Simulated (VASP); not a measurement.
# Ba3Ti3HClO9: single point with PBE+D3(BJ)

Ba3Ti3HClO9, a slab with vacuum:

```xyz
17
Lattice="5.6545 0.0000 0.0000 -2.8273 4.8970 0.0000 0.0000 0.0000 19.6927" Properties=species:S:1:pos:R:3 pbc="T T T"
Ba    0.0000    0.0000    1.0000
Ba    2.8860    1.6577    2.7391
Ba    0.3751    3.0289    5.0340
Ti    0.0000    3.2646    2.0568
Ti    0.2921   -0.2668    4.1864
Ti    2.9727    1.2362    6.0855
O     0.0000    4.8653    1.0837
O    -1.3862    2.4643    1.0837
O     1.3862    2.4643    1.0837
O    -0.0136    1.4518    3.3360
O     1.6386    4.0898    3.3066
O    -1.2368    3.9856    3.3467
O     3.2696    3.0998    5.5109
O     1.3692    0.6605    5.6160
O     3.8428    0.1140    6.8529
Cl   -3.9032    4.6480   10.5661
H    -3.2982    5.1420    9.6910
```

```json
{"Program": "VASP 6.6.1", "Task": "single point", "Functional": "PBE", "Dispersion": "D3(BJ)", "Potentials or basis": "VASP PAW PBE potentials, release 64 (Ba_sv, Ti_sv, O, Cl, H)", "Cutoff": "520 eV", "k mesh": "2 × 2 × 1", "Occupations": "fermi-dirac, width 0.05 eV", "Spin": "no spin polarisation", "Dipole correction": "no", "Further INCAR settings": "LREAL = Auto; ALGO = Normal; EDIFF = 1e-06; NBANDS = 78"}
```

```yaml
Largest_force: 7.134 eV/Å
Band_gap_on_the_k_mesh: 0.41 eV (least direct gap 0.52 eV)
Dispersion_energy_per_atom: -0.162 eV
```

Forces in eV/Å, atoms in the order of the input:
```
Ba   0.006  0.193 -2.589
Ba  -0.219 -0.816  1.318
Ba  -0.689  0.021  4.376
Ti   1.056 -0.435 -7.042
Ti  -1.339  1.812  2.769
Ti  -1.831  4.564 -1.195
O    0.023 -1.972  0.689
O    1.560  0.986  0.246
O   -0.980  0.565  0.594
O    0.432 -0.883  0.058
O   -0.667 -0.364 -0.099
O    1.062  0.027 -0.947
O   -0.608 -1.706  0.409
O   -0.237  0.113  0.102
O    2.460 -2.077  1.381
Cl  -2.360 -1.934  3.394
H    2.331  1.906 -3.465
```

Levels at points of the mesh, in eV from the valence-band top:
| k point | band 62 | band 63 | band 64 | band 65 | band 66 | band 67 |
| --- | --- | --- | --- | --- | --- | --- |
| (0.00, 0.00, 0.00) | -0.26 | -0.21 | 0.00 | 0.55 | 1.51 | 1.90 |
| (0.50, 0.00, 0.00) | -0.59 | -0.18 | -0.08 | 0.59 | 1.26 | 2.12 |
| (0.00, 0.50, 0.00) | -0.53 | -0.26 | -0.04 | 0.54 | 1.49 | 2.23 |
| (0.50, 0.50, 0.00) | -0.53 | -0.31 | -0.11 | 0.41 | 1.52 | 2.04 |

It took 8.6 min on 1 thread of Intel(R) Xeon(R) Platinum 8259CL CPU @ 2.50GHz (Skylake/Cascade Lake), with other jobs on the host, peak memory 0.64 GiB.

Caveat: the k points lie up to 0.64 Å⁻¹ apart; spin-orbit coupling is left out, which moves the levels of the heavy elements.
